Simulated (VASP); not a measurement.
# MoS2 in VASP: further runs, part 2 of 2

VASP 6.6.1.

## (3) Single point, revPBE

This run uses another cell than the first one.

Contents of INCAR:

```
PREC = Accurate
ENCUT = 520
EDIFF = 1E-6
ISMEAR = -1
SIGMA = 0.05
LREAL = False
LASPH = True
NELM = 60
ALGO = Normal
ISIF = 2
LWAVE = False
LCHARG = False
GGA = RE
NBANDS = 35
```

Contents of KPOINTS:

```
regular mesh
0
Gamma
  10 10 2
```

Contents of POSCAR:

```
MoS2
1.0
    3.1845414560      0.0000000000      0.0000000000
   -1.5922707280      2.7578938003      0.0000000000
    0.0000000000      0.0000000000     21.6705347200
Mo S
2 4
Direct
    0.3333333333      0.6666666667      0.8511602300
    0.6666666667      0.3333333333      0.1488397700
    0.6666666667      0.3333333333      0.7796253900
    0.3333333333      0.6666666667      0.0772510000
    0.6666666667      0.3333333333      0.9227490000
    0.3333333333      0.6666666667      0.2203746100
```

Potentials or basis: VASP PAW PBE potentials, release 64 (Mo_sv, S).

Launch:

```sh
$ cat potpaw_PBE.64/Mo_sv/POTCAR potpaw_PBE.64/S/POTCAR > POTCAR
$ mpirun -np 1 vasp_std > vasp.out
```

Run time: 1.9 min. Hardware: 1 thread of Intel Xeon 6975P-C (Granite Rapids), shared host; peak memory 0.37 GiB.

Results (log left out):

```
Free energy            : -41.5881 eV
Largest force          : 0.342 eV/Å
Band gap on the k mesh : 1.41 eV (least direct gap 1.89 eV)
```

Forces on the atoms (eV/Å):
```
Mo   0.000  0.000 -0.002
Mo   0.000  0.000  0.002
S    0.000  0.000 -0.342
S    0.000  0.000 -0.213
S    0.000  0.000  0.213
S    0.000  0.000  0.342
```

Levels at points of the mesh, in eV from the valence-band top:
| k point | band 22 | band 23 | band 24 | band 25 | band 26 | band 27 | band 28 | band 29 | band 30 | band 31 |
| --- | --- | --- | --- | --- | --- | --- | --- | --- | --- | --- |
| (0.00, 0.00, 0.00) | -1.91 | -1.91 | -1.71 | -0.46 | 0.00 | 2.39 | 2.39 | 2.40 | 2.40 | 2.65 |
| (0.50, 0.00, 0.00) | -2.20 | -1.41 | -1.36 | -1.01 | -0.98 | 1.86 | 1.88 | 2.36 | 2.44 | 3.42 |
| (0.00, 0.00, 0.50) | -1.91 | -1.91 | -1.71 | -0.46 | 0.00 | 2.39 | 2.39 | 2.40 | 2.40 | 2.65 |
| (0.50, 0.00, 0.50) | -2.20 | -1.41 | -1.36 | -1.01 | -0.98 | 1.86 | 1.88 | 2.36 | 2.44 | 3.42 |

Caveat: there is no dipole correction, which matters where the two faces differ; the PAW data sets were made with another functional, which shifts forces and pressure a little.

## (4) Single point, BLYP

This run uses another cell than the first one.

Contents of INCAR:

```
SYSTEM = MoS2
AGGAC    = 1.0          
AGGAX    = 1.0          
ALDAC    = 0.0          
ALDAX    = 1.0          
ALGO     = Normal         ! electronic algorithm
EDIFF    = 1E-7           ! SCF threshold, eV
ENCUT    = 520            ! plane-wave cutoff, eV
GGA      = B5             ! functional
ISIF     = 2              ! what is computed and relaxed
ISMEAR   = -1             ! smearing method
LASPH    = .TRUE.         ! aspherical terms in the spheres
LCHARG   = .FALSE.        ! write CHGCAR
LREAL    = .FALSE.        ! projectors in reciprocal space
LWAVE    = .FALSE.        ! write WAVECAR
NBANDS   = 35             ! bands
NELM     = 100            ! most SCF steps
PREC     = Accurate       ! precision mode
SIGMA    = 0.05           ! smearing width, eV
```

Contents of KPOINTS:

```
k-points
0
G
  10 10 2
  0 0 0
```

POSCAR is that of step 3.

Launch:

```sh
$ cat potpaw_PBE.64/Mo_sv/POTCAR potpaw_PBE.64/S/POTCAR > POTCAR
$ mpirun -np 1 vasp_std > vasp.out
```

Run time: 5 min. Hardware: 1 thread of Intel Xeon 6975P-C (Granite Rapids), shared host; peak memory 0.37 GiB.

The run converged. Its results:

* Free energy: -38.5812 eV
* Largest force: 0.747 eV/Å
* Band gap on the k mesh: 1.38 eV (least direct gap 1.88 eV)

Forces on the atoms (eV/Å):
```
Mo   0.000  0.000 -0.003
Mo   0.000  0.000  0.003
S    0.000  0.000 -0.747
S    0.000  0.000 -0.621
S    0.000  0.000  0.621
S    0.000  0.000  0.747
```

Levels at points of the mesh, in eV from the valence-band top:
| k point | band 24 | band 25 | band 26 | band 27 | band 28 | band 29 |
| --- | --- | --- | --- | --- | --- | --- |
| (0.00, 0.00, 0.00) | -1.71 | -0.48 | 0.00 | 2.39 | 2.39 | 2.40 |
| (0.50, 0.00, 0.00) | -1.35 | -0.93 | -0.90 | 1.81 | 1.83 | 2.30 |
| (0.00, 0.00, 0.50) | -1.71 | -0.48 | 0.00 | 2.39 | 2.39 | 2.40 |
| (0.50, 0.00, 0.50) | -1.35 | -0.93 | -0.90 | 1.81 | 1.83 | 2.30 |

Caveat: there is no dipole correction, which matters where the two faces differ; the PAW data sets were made with another functional, which shifts forces and pressure a little.

## (5) Single point, revPBE

This run uses another cell than the first one.

Contents of INCAR:

```
ALGO = Normal ; EDIFF = 1E-6
ENCUT = 520 ; GGA = RE
ISIF = 2 ; ISMEAR = -1
LASPH = T ; LCHARG = F
LREAL = F ; LWAVE = F
NBANDS = 35 ; NELM = 100
PREC = Accurate ; SIGMA = 0.05
```

Contents of KPOINTS:

```
k-points
0
Gamma
  10 10 2
```

Contents of POSCAR:

```
MoS2
1.0
    3.2032385690      0.0000000000      0.0000000000
   -1.6016192845      2.7740859751      0.0000000000
    0.0000000000      0.0000000000     23.2904198658
Mo S
2 4
Direct
    0.3333333333      0.6666666667      0.8100130917
    0.6666666667      0.3333333333      0.1899869083
    0.6666666667      0.3333333333      0.7428794116
    0.3333333333      0.6666666667      0.1228534677
    0.6666666667      0.3333333333      0.8771465323
    0.3333333333      0.6666666667      0.2571205884
```

Launch:

```sh
$ cat potpaw_PBE.64/Mo_sv/POTCAR potpaw_PBE.64/S/POTCAR > POTCAR
$ mpirun -np 1 vasp_std > vasp.out
```

Wall time 2.2 min (1 thread of Intel Xeon 6975P-C (Granite Rapids), shared host); peak memory 0.4 GiB.

It converged, with:

* Free energy: -41.6784 eV
* Largest force: 0.020 eV/Å
* Band gap on the k mesh: 1.69 eV (least direct gap 1.88 eV)

Forces on the atoms (eV/Å):
```
Mo   0.000  0.000  0.000
Mo   0.000  0.000  0.000
S    0.000  0.000  0.019
S    0.000  0.000  0.020
S    0.000  0.000 -0.020
S    0.000  0.000 -0.019
```

Levels at points of the mesh, in eV from the valence-band top:
| k point | band 22 | band 23 | band 24 | band 25 | band 26 | band 27 | band 28 | band 29 | band 30 | band 31 |
| --- | --- | --- | --- | --- | --- | --- | --- | --- | --- | --- |
| (0.00, 0.00, 0.00) | -1.58 | -1.58 | -1.58 | -0.04 | 0.00 | 2.64 | 2.64 | 2.64 | 2.64 | 2.89 |
| (0.50, 0.00, 0.00) | -1.91 | -1.07 | -1.07 | -0.68 | -0.68 | 2.12 | 2.12 | 2.63 | 2.63 | 3.78 |
| (0.00, 0.00, 0.50) | -1.58 | -1.58 | -1.58 | -0.04 | 0.00 | 2.64 | 2.64 | 2.64 | 2.64 | 2.89 |
| (0.50, 0.00, 0.50) | -1.91 | -1.07 | -1.07 | -0.68 | -0.68 | 2.12 | 2.12 | 2.63 | 2.63 | 3.78 |

Caveat: there is no dipole correction, which matters where the two faces differ; the PAW data sets were made with another functional, which shifts forces and pressure a little.

## (6) Single point, PBEsol+U

Contents of INCAR:

```
PREC = Accurate ; ENCUT = 520
EDIFF = 1E-6 ; ISMEAR = -1
SIGMA = 0.05 ; LREAL = F
LASPH = T ; NELM = 150
ALGO = Normal ; ISIF = 2
LWAVE = F ; LCHARG = F
LMAXMIX = 4 ; LDAU = T
LDAUTYPE = 2 ; LDAUL = 2 -1
LDAUU = 4 0 ; LDAUJ = 0 0
LDAUPRINT = 1 ; GGA = PS
NBANDS = 35
```

Contents of KPOINTS:

```
regular mesh
0
Gamma
  10 10 2
```

Contents of POSCAR:

```
MoS2
1.0
    3.1414092773      0.0000000000      0.0000000000
   -1.5707046387      2.7205402379      0.0000000000
    0.0000000000      0.0000000000     21.5492597772
Mo S
2 4
Direct
    0.3333333333      0.6666666667      0.8548295011
    0.6666666667      0.3333333333      0.1451704989
    0.6666666667      0.3333333333      0.7825629360
    0.3333333333      0.6666666667      0.0728413477
    0.6666666667      0.3333333333      0.9271586523
    0.3333333333      0.6666666667      0.2174370640
```

Potentials or basis: VASP PAW PBE potentials, release 64 (Mo_sv, S).

Launch:

```sh
$ cat potpaw_PBE.64/Mo_sv/POTCAR potpaw_PBE.64/S/POTCAR > POTCAR
$ mpirun -np 1 vasp_std > vasp.out
```

It took 2.2 min on 1 thread of Intel Xeon 6975P-C (Granite Rapids), shared host; peak memory 0.36 GiB.

Results (log left out):

```yaml
Free_energy: -37.2778 eV
Largest_force: 0.292 eV/Å
Band_gap_on_the_k_mesh: 1.45 eV (least direct gap 1.96 eV)
```

Forces in eV/Å, atoms in the order of the input:
```
Mo   0.000  0.000 -0.003
Mo   0.000  0.000  0.003
S    0.000  0.000 -0.292
S    0.000  0.000 -0.286
S    0.000  0.000  0.286
S    0.000  0.000  0.292
```

Levels at points of the mesh, in eV from the valence-band top:
```tsv
k point	band 22	band 23	band 24	band 25	band 26	band 27	band 28	band 29	band 30	band 31
(0.00, 0.00, 0.00)	-1.78	-1.76	-1.76	-0.64	0.00	2.54	2.54	2.55	2.55	2.77
(0.50, 0.00, 0.00)	-2.26	-1.34	-1.26	-1.12	-1.07	2.09	2.11	2.48	2.61	3.42
(0.00, 0.00, 0.50)	-1.78	-1.76	-1.76	-0.64	0.00	2.54	2.54	2.55	2.55	2.77
(0.50, 0.00, 0.50)	-2.26	-1.34	-1.26	-1.12	-1.07	2.09	2.11	2.48	2.61	3.42
```

Eigenvalues of the final occupation matrices:
| site | spin | trace | eigenvalues |
| --- | --- | --- | --- |
| site 1 d | 1 | 1.98 | 0.38 0.38 0.40 0.40 0.42 |
| site 1 d | 2 | 1.98 | 0.38 0.38 0.40 0.40 0.42 |
| site 2 d | 1 | 1.98 | 0.38 0.38 0.40 0.40 0.42 |
| site 2 d | 2 | 1.98 | 0.38 0.38 0.40 0.40 0.42 |

Caveat: there is no dipole correction, which matters where the two faces differ; the PAW data sets were made with another functional, which shifts forces and pressure a little.

## (7) The runs side by side

```csv
level,U,cell,gap on the mesh (eV),largest force (eV/Å)
PBEsol,-,"a = 3.141, b = 3.141, c = 21.568 Å, angles 90.0, 90.0, 120.0°, 6 atoms, atomic positions A",1.45,-
revPBE,-,"a = 3.185, b = 3.185, c = 21.671 Å, angles 90.0, 90.0, 120.0°, 6 atoms, atomic positions B",1.41,0.34
BLYP,-,"a = 3.185, b = 3.185, c = 21.671 Å, angles 90.0, 90.0, 120.0°, 6 atoms, atomic positions B",1.38,0.75
revPBE,-,"a = 3.203, b = 3.203, c = 23.290 Å, angles 90.0, 90.0, 120.0°, 6 atoms, atomic positions C",1.69,0.02
PBEsol+U,Mo d U = 4.0 eV,"a = 3.141, b = 3.141, c = 21.549 Å, angles 90.0, 90.0, 120.0°, 6 atoms, atomic positions D",1.45,0.29
```

Alike in all rows: task single point; potentials or basis VASP PAW PBE potentials, release 64 (Mo_sv, S); no spin polarisation; k mesh 10 × 10 × 2; cutoff (eV) 520; smearing fermi-dirac 0.05 eV.

Caveats: there is no dipole correction, which matters where the two faces differ; the PAW data sets were made with another functional, which shifts forces and pressure a little.

Absolute energies hang on the potentials; compare differences alone.
